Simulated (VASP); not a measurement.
## AlCo (CsCl type): single point with PBE

AlCo (CsCl type):

```
CELL_PARAMETERS angstrom
2.60106 0.00000 0.00000
0.00000 2.60106 0.00000
0.00000 0.00000 2.60106
ATOMIC_POSITIONS crystal
Co 0.00000 0.00000 0.00000
Al 0.50000 0.50000 0.50000
```

* Program: VASP 6.6.1
* Task: single point
* Functional: PBE
* Potentials or basis: VASP PAW PBE potentials, release 64 (Co, Al)
* Cutoff: 520 eV
* k mesh: 15 × 15 × 15
* Occupations: fermi-dirac, width 0.08 eV
* Spin: no spin polarisation

| Quantity | Value |
| --- | --- |
| Pressure | 89.0 GPa |
| Band gap on the k mesh | zero (band 6 reaches 16.71 eV, above the bottom of band 7 at 14.50 eV) |

Levels at points of the mesh, in eV from the Fermi level:
| k point | band 4 | band 5 | band 6 | band 7 | band 8 | band 9 |
| --- | --- | --- | --- | --- | --- | --- |
| (0.00, 0.00, 0.00) | -1.25 | -1.25 | -1.25 | 7.53 | 7.53 | 7.53 |

It took 21 s on 1 thread of Intel(R) Xeon(R) Platinum 8375C CPU @ 2.90GHz (Ice Lake), with other jobs on the host, peak memory 0.14 GiB.

Spin polarisation is off, so any magnetic state and its effect on volume and gap are missing.
